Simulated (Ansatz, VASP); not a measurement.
**One calculation of NbC, two programs**

The input INCAR:

```
PREC = Accurate ; ENCUT = 600
EDIFF = 1E-6 ; ISMEAR = 0
SIGMA = 0.15 ; LREAL = F
LASPH = T ; NELM = 120
ALGO = Normal ; ISIF = 2
LWAVE = F ; LCHARG = F
GGA = PS ; NBANDS = 16
GGA_COMPAT = F
```

Contents of KPOINTS:

```
regular mesh
0
Gamma
  18 18 18
```

File POSCAR:

```
NbC
1.0
    0.0000000000      2.0240000000      2.0240000000
    2.0240000000      0.0000000000      2.0240000000
    2.0240000000      2.0240000000      0.0000000000
Nb C
1 1
Direct
    0.0000000000      0.0000000000      0.0000000000
    0.5000000000      0.5000000000      0.5000000000
```

Input for Ansatz:

```yaml
crystal:
  lattice:
    - [0.0, 2.024, 2.024]
    - [2.024, 0.0, 2.024]
    - [2.024, 2.024, 0.0]
  atoms:
    - { symbol: Nb, position: [0.0, 0.0, 0.0] }
    - { symbol: C, position: [0.5, 0.5, 0.5] }
basis:
  ecutwfc: 420
kpoints:
  mp_grid: { grid: [18, 18, 18] }
hamiltonian:
  xc: pbesol
scf:
  occupations: { method: gaussian, width: 0.15 }
output:
  forces: true
  stress: true
  eigenvalues: true
```

Change from the starting cell: strain -0.080 along x and y, -0.080 along z, atoms carried along.

Alike in both runs: task single point; functional PBEsol; k mesh 18 × 18 × 18; occupations gaussian, width 0.15 eV; no spin polarisation.

```csv
,VASP,Ansatz
version,VASP 6.6.1,Ansatz 0.2.0
potentials or method,"VASP PAW PBE potentials, release 64 (Nb_sv, C), cutoff 600 eV","scalar-relativistic, plane waves, PAW"
valence electrons in the cell,17,17
```

VASP gave:

- gap on the k mesh at the Fermi level (eV): none
- pressure (GPa): 161.9

**Question.** Estimate Ansatz's values.

**Answer.** gap on the k mesh at the Fermi level (eV): none; pressure (GPa): 162.9.

VASP's potentials were made for PBE, not for PBEsol. A gap of «none» marks a metal or a gap that the smearing closes. Both programs put the cell under a high pressure, so it lies far from rest at this level. With one functional, cell and mesh, what is left measures potentials, basis and numerics.

Noted on VASP's run: the cell as given lies far from equilibrium.
